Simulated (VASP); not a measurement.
# FeO (Fm-3m) in VASP: single point with PBE+U

Aim: the single point of FeO with PBE+U.

Program: VASP 6.6.1. These are calculated values, not measurements. Logs are shortened: lines on timing, memory, paths and dates and some standing lists are left out, and cuts for length are marked.

## (1) The cell of the first run

The structure is cubic, space group Fm-3m (No. 225). The conventional cell has a = 4.405 Å, b = 4.405 Å, c = 4.405 Å, α = 90.00°, β = 90.00°, γ = 90.00°. Fe (site symmetry m-3m) has 6 O at 2.20 Å within 2.9 Å. O (site symmetry m-3m) has 6 Fe at 2.20 Å within 2.9 Å.

## (2) Single point, PBE+U, collinear spin, ferromagnetic start

INCAR

```
SYSTEM = FeO
  ALGO = Normal
  EDIFF = 1E-6
  ENCUT = 700
  GGA = PE
  GGA_COMPAT = .False.
  ISIF = 2
  ISMEAR = 0
  ISPIN = 2
  LASPH = .True.
  LCHARG = .False.
  LDAU = .True.
  LDAUJ = 0 0
  LDAUL = 2 -1
  LDAUPRINT = 1
  LDAUTYPE = 2
  LDAUU = 4 0
  LMAXMIX = 4
  LORBIT = 11
  LREAL = .False.
  LWAVE = .False.
  MAGMOM = 4 4 0 0
  NBANDS = 34
  NELM = 200
  PREC = Accurate
  SIGMA = 0.05
```

KPOINTS

```
k-points
0
Gamma
  8 8 8
  0 0 0
```

POSCAR

```
FeO
1.0
   -2.2025485818     -2.2025485818      4.4050971636
   -4.4050971636     -2.2025485818      2.2025485818
   -2.2025485818     -4.4050971636      2.2025485818
Fe O
2 2
Direct
    0.0000000000      0.0000000000      0.0000000000
    0.5000000000      0.5000000000      0.5000000000
    1.2500000000     -0.7500000000     -0.7500000000
    1.7500000000     -0.2500000000     -0.2500000000
```

Potentials or basis: VASP PAW PBE potentials, release 64 (Fe_sv, O).

On the command line:

```sh
> cat potpaw_PBE.64/Fe_sv/POTCAR potpaw_PBE.64/O/POTCAR > POTCAR
> mpirun -np 1 vasp_std > vasp.out
```

OUTCAR:

```text
SYSTEM = FeO
   EDIFF = 1E-6
   ENCUT = 700
   GGA = PE
   ISIF = 2
   ISMEAR = 0
   ISPIN = 2
   LASPH = .True.
   LORBIT = 11
   LREAL = .False.
   NELM = 200
   PREC = Accurate

 ion  position               nearest neighbor table
   1  0.000  0.000  0.000-   4 2.20   4 2.20   4 2.20   3 2.20   3 2.20   3 2.20
   2  0.500  0.500  0.500-   3 2.20   3 2.20   3 2.20   4 2.20   4 2.20   4 2.20
   3  0.250  0.250  0.250-   1 2.20   1 2.20   1 2.20   2 2.20   2 2.20   2 2.20
   4  0.750  0.750  0.750-   2 2.20   2 2.20   2 2.20   1 2.20   1 2.20   1 2.20

  LATTYP: Found a trigonal (rhomboedric) cell.
 ALAT       =     5.3951201591
 COS(alpha) =     0.8333333333

  Lattice vectors:

 A1 = (  -2.2025485818,  -2.2025485818,   4.4050971636)
 A2 = (  -4.4050971636,  -2.2025485818,   2.2025485818)
 A3 = (  -2.2025485818,  -4.4050971636,   2.2025485818)

Analysis of symmetry for initial positions (statically):
=====================================================================
 Subroutine PRICEL returns following result:

  LATTYP: Found a face centered cubic cell.
 ALAT       =     4.4050971636
[... 12 lines left out ...]
 Subroutine GETGRP returns: Found 12 space group operations
 (whereof 12 operations were pure point group operations)
 out of a pool of 12 trial point group operations.

The static configuration has the point symmetry D_3d.

Analysis of symmetry for dynamics (positions and initial velocities):
=====================================================================
 Subroutine PRICEL returns following result:

  LATTYP: Found a face centered cubic cell.
 ALAT       =     4.4050971636
[... 12 lines left out ...]
 Subroutine GETGRP returns: Found 12 space group operations
 (whereof 12 operations were pure point group operations)
 out of a pool of 12 trial point group operations.

The dynamic configuration has the point symmetry D_3d.

Analysis of structural, dynamic, and magnetic symmetry:
=====================================================================
 Subroutine PRICEL returns following result:

  LATTYP: Found a face centered cubic cell.
 ALAT       =     4.4050971636
[... 12 lines left out ...]
 Subroutine GETGRP returns: Found 12 space group operations
 (whereof 12 operations were pure point group operations)
 out of a pool of 12 trial point group operations.

The overall configuration has the point symmetry D_3d.

 Subroutine INISYM returns: Found 12 space group operations
 (whereof 12 operations are pure point group operations),
 and found     2 'primitive' translations

----------------------------------------------------------------------------------------

                                     Primitive cell

  volume of cell :      21.3701

  direct lattice vectors                    reciprocal lattice vectors
     2.202548582 -2.202548582  0.000000000     0.227009749 -0.227009749  0.227009749
     0.000000000 -2.202548582 -2.202548582    -0.227009749 -0.227009749 -0.227009749
[... 135 lines left out ...]
  0.0000  0.9047  0.0000 -0.0000 -0.0000
  0.0000  0.0000  0.9323  0.0000 -0.0000
  0.0000 -0.0000  0.0000  0.9047  0.0000
 -0.0000 -0.0000 -0.0000  0.0000  0.9323

spin component  2

  0.2671 -0.0006 -0.0008 -0.0006  0.0000
 -0.0006  0.2671 -0.0004  0.0006  0.0007
 -0.0008 -0.0004  0.0665 -0.0004  0.0000
 -0.0006  0.0006 -0.0004  0.2671 -0.0007
  0.0000  0.0007  0.0000 -0.0007  0.0665

 occupancies and eigenvectors

  o =  0.0665  v =  0.0000  0.0000  0.0000  0.0000  0.0000  0.0038  0.0019  1.0000  0.0019 -0.0009      0.0000  0.0000  0.0000  0.0000  0.0000  0.0000  0.0000  0.0000  0.0000  0.0000
  o =  0.0665  v =  0.0000  0.0000  0.0000  0.0000  0.0000  0.0000 -0.0033  0.0009  0.0033  1.0000      0.0000  0.0000  0.0000  0.0000  0.0000  0.0000  0.0000  0.0000  0.0000  0.0000
  o =  0.2665  v =  0.0000  0.0000  0.0000  0.0000  0.0000  0.5760 -0.2132 -0.0033  0.7892 -0.0033      0.0000  0.0000  0.0000  0.0000  0.0000  0.0000  0.0000  0.0000  0.0000  0.0000
  o =  0.2665  v =  0.0000  0.0000  0.0000  0.0000  0.0000  0.5787  0.7882 -0.0033 -0.2095  0.0033      0.0000  0.0000  0.0000  0.0000  0.0000  0.0000  0.0000  0.0000  0.0000  0.0000
  o =  0.2682  v =  0.0000  0.0000  0.0000  0.0000  0.0000 -0.5774  0.5774  0.0000  0.5774  0.0000      0.0000  0.0000  0.0000  0.0000  0.0000  0.0000  0.0000  0.0000  0.0000  0.0000
  o =  0.9047  v = -0.5774  0.5774 -0.0000  0.5774  0.0000  0.0000  0.0000  0.0000  0.0000  0.0000      0.0000  0.0000  0.0000  0.0000  0.0000  0.0000  0.0000  0.0000  0.0000  0.0000
  o =  0.9047  v =  0.4599  0.8142 -0.0005 -0.3544  0.0008  0.0000  0.0000  0.0000  0.0000  0.0000      0.0000  0.0000  0.0000  0.0000  0.0000  0.0000  0.0000  0.0000  0.0000  0.0000
  o =  0.9047  v =  0.6747 -0.0609 -0.0008  0.7356 -0.0005  0.0000  0.0000  0.0000  0.0000  0.0000      0.0000  0.0000  0.0000  0.0000  0.0000  0.0000  0.0000  0.0000  0.0000  0.0000
  o =  0.9323  v =  0.0000 -0.0006  0.0000  0.0006  1.0000  0.0000  0.0000  0.0000  0.0000  0.0000      0.0000  0.0000  0.0000  0.0000  0.0000  0.0000  0.0000  0.0000  0.0000  0.0000
  o =  0.9323  v = -0.0007 -0.0004 -1.0000 -0.0004  0.0000  0.0000  0.0000  0.0000  0.0000  0.0000      0.0000  0.0000  0.0000  0.0000  0.0000  0.0000  0.0000  0.0000  0.0000  0.0000

atom =   2  type =  1  l = 2

 onsite density matrix

spin component  1

  0.9047  0.0000  0.0000  0.0000 -0.0000
  0.0000  0.9047  0.0000 -0.0000 -0.0000
  0.0000  0.0000  0.9323  0.0000 -0.0000
  0.0000 -0.0000  0.0000  0.9047  0.0000
 -0.0000 -0.0000 -0.0000  0.0000  0.9323

spin component  2

  0.2671 -0.0006 -0.0008 -0.0006  0.0000
 -0.0006  0.2671 -0.0004  0.0006  0.0007
 -0.0008 -0.0004  0.0665 -0.0004  0.0000
 -0.0006  0.0006 -0.0004  0.2671 -0.0007
  0.0000  0.0007  0.0000 -0.0007  0.0665

 occupancies and eigenvectors

  o =  0.0665  v =  0.0000  0.0000  0.0000  0.0000  0.0000  0.0038  0.0019  1.0000  0.0019 -0.0027      0.0000  0.0000  0.0000  0.0000  0.0000  0.0000  0.0000  0.0000  0.0000  0.0000
  o =  0.0665  v =  0.0000  0.0000  0.0000  0.0000  0.0000  0.0000 -0.0033  0.0027  0.0033  1.0000      0.0000  0.0000  0.0000  0.0000  0.0000  0.0000  0.0000  0.0000  0.0000  0.0000
  o =  0.2665  v =  0.0000  0.0000  0.0000  0.0000  0.0000 -0.2617  0.5389  0.0015 -0.8006  0.0044      0.0000  0.0000  0.0000  0.0000  0.0000  0.0000  0.0000  0.0000  0.0000  0.0000
  o =  0.2665  v =  0.0000  0.0000  0.0000  0.0000  0.0000  0.7734  0.6134 -0.0044  0.1601  0.0015      0.0000  0.0000  0.0000  0.0000  0.0000  0.0000  0.0000  0.0000  0.0000  0.0000
  o =  0.2682  v =  0.0000  0.0000  0.0000  0.0000  0.0000 -0.5774  0.5774  0.0000  0.5774  0.0000      0.0000  0.0000  0.0000  0.0000  0.0000  0.0000  0.0000  0.0000  0.0000  0.0000
  o =  0.9047  v = -0.5774  0.5774  0.0000  0.5774  0.0000  0.0000  0.0000  0.0000  0.0000  0.0000      0.0000  0.0000  0.0000  0.0000  0.0000  0.0000  0.0000  0.0000  0.0000  0.0000
  o =  0.9047  v = -0.5318 -0.8025  0.0006  0.2706 -0.0007  0.0000  0.0000  0.0000  0.0000  0.0000      0.0000  0.0000  0.0000  0.0000  0.0000  0.0000  0.0000  0.0000  0.0000  0.0000
  o =  0.9047  v = -0.6196  0.1508  0.0007 -0.7703  0.0006  0.0000  0.0000  0.0000  0.0000  0.0000      0.0000  0.0000  0.0000  0.0000  0.0000  0.0000  0.0000  0.0000  0.0000  0.0000
  o =  0.9323  v =  0.0000 -0.0006  0.0000  0.0006  1.0000  0.0000  0.0000  0.0000  0.0000  0.0000      0.0000  0.0000  0.0000  0.0000  0.0000  0.0000  0.0000  0.0000  0.0000  0.0000
  o =  0.9323  v = -0.0007 -0.0004 -1.0000 -0.0004  0.0000  0.0000  0.0000  0.0000  0.0000  0.0000      0.0000  0.0000  0.0000  0.0000  0.0000  0.0000  0.0000  0.0000  0.0000  0.0000

 number of electron      43.9999989 magnetization       8.0119582

 Free energy of the ion-electron system (eV)
  ---------------------------------------------------
  ext. energy  EPLUGINS =         0.00000000
  ---------------------------------------------------
  free energy    TOTEN  =       -25.33287171 eV

  energy without entropy =      -25.32960140  energy(sigma->0) =      -25.33123656

 E-fermi :   9.6131     XC(G=0): -12.1478

 val. band max:        9.6012486137   @ k =   0.2500   0.1250   0.0000
 cond. band min:       9.6219497009   @ k =  -0.3750   0.2500  -0.0000
 fundamental gap:      0.0207010872
 Fermi energy:         9.6130708028

 spin component 1

 k-point     1 :       0.0000    0.0000    0.0000
  band No.  band energies     occupation
      1     -81.2944      1.00000
      2     -81.2907      1.00000
      3     -47.3476      1.00000
      4     -47.3232      1.00000
      5     -47.3232      1.00000
      6     -47.3180      1.00000
[... 1769 lines left out ...]
     33      22.8545      0.00000
     34      23.9719      0.00000

 [... further k-points ...]

------------------------ aborting loop because EDIFF is reached ----------------------------------------

  FORCE on cell =-STRESS in cart. coord.  units (eV):
  Direction    XX          YY          ZZ          XY          YZ          ZX
  --------------------------------------------------------------------------------------
  -------------------------------------------------------------------------------------
  Total       -2.7962089     -2.7962089     -2.7962089      0.0292835     -0.0292835     -0.0292835
  in kB     -104.8198951   -104.8198951   -104.8198951      1.0977346     -1.0977346     -1.0977346
  external PRESSURE =    -104.8198951 kB  Pullay stress =       0.0000000 kB

 VOLUME and BASIS-vectors are now :
 -----------------------------------------------------------------------------
  energy-cutoff  :      700.00
  volume of cell :       42.74
      direct lattice vectors                 reciprocal lattice vectors
    -2.202548582 -2.202548582  4.405097164     0.113504874  0.113504874  0.340514623
    -4.405097164 -2.202548582  2.202548582    -0.340514623  0.113504874 -0.113504874
    -2.202548582 -4.405097164  2.202548582     0.113504874 -0.340514623 -0.113504874

 POSITION                                       TOTAL-FORCE (eV/Angst)
 -----------------------------------------------------------------------------------
      0.00000      0.00000      0.00000        -0.000000      0.000000     -0.000000
     -4.40510     -4.40510      4.40510         0.000000      0.000000     -0.000000
     -2.20255     -2.20255      2.20255        -0.000000     -0.000000      0.000000
     -6.60765     -6.60765      6.60765         0.000000     -0.000000     -0.000000
 -----------------------------------------------------------------------------------
    total drift:                                0.000000      0.000000      0.000000

  FREE ENERGIE OF THE ION-ELECTRON SYSTEM (eV)
  ---------------------------------------------------
  free  energy   TOTEN  =       -25.3328717081 eV

  energy  without entropy=      -25.3296014034  energy(sigma->0) =      -25.33123656

 total charge

# of ion       s       p       d       tot
------------------------------------------
    1        2.101   5.994   5.490  13.584
    2        2.101   5.994   5.490  13.584
    3        1.549   3.431   0.000   4.980
    4        1.549   3.431   0.000   4.980
--------------------------------------------------
tot          7.301  18.849  10.979  37.129

 magnetization (x)

# of ion       s       p       d       tot
------------------------------------------
    1        0.015   0.010   3.634   3.659
    2        0.015   0.010   3.634   3.659
    3        0.023   0.187   0.000   0.210
    4        0.023   0.187   0.000   0.210
--------------------------------------------------
tot          0.075   0.394   7.268   7.738
```

Wall time 12 min (1 thread of AMD EPYC 7R13 (Zen 3), shared host); peak memory 0.5 GiB.

Results:

- Free energy: -25.3329 eV
- Pressure: -10.5 GPa
- Band gap on the k mesh: zero (filled and empty bands overlap)
- Net moment: 8.01 μB per cell
- Site moments: Fe +3.66; O +0.21 μB
- Valence electrons inside the program's atomic spheres: Fe 13.58; O 4.98

Eigenvalues of the final occupation matrices:
```tsv
site	spin	trace	eigenvalues
site 1 d	1	4.58	0.90 0.90 0.90 0.93 0.93
site 1 d	2	0.93	0.07 0.07 0.27 0.27 0.27
site 2 d	1	4.58	0.90 0.90 0.90 0.93 0.93
site 2 d	2	0.93	0.07 0.07 0.27 0.27 0.27
```

Caveat: the cell stands under tension; the run started ferromagnetic, and an antiferromagnetic order may lie lower in energy. The state reached can hang on the start; a lower one may exist.

The gap in the log of VASP goes by the Fermi energy; the results here count the filled bands.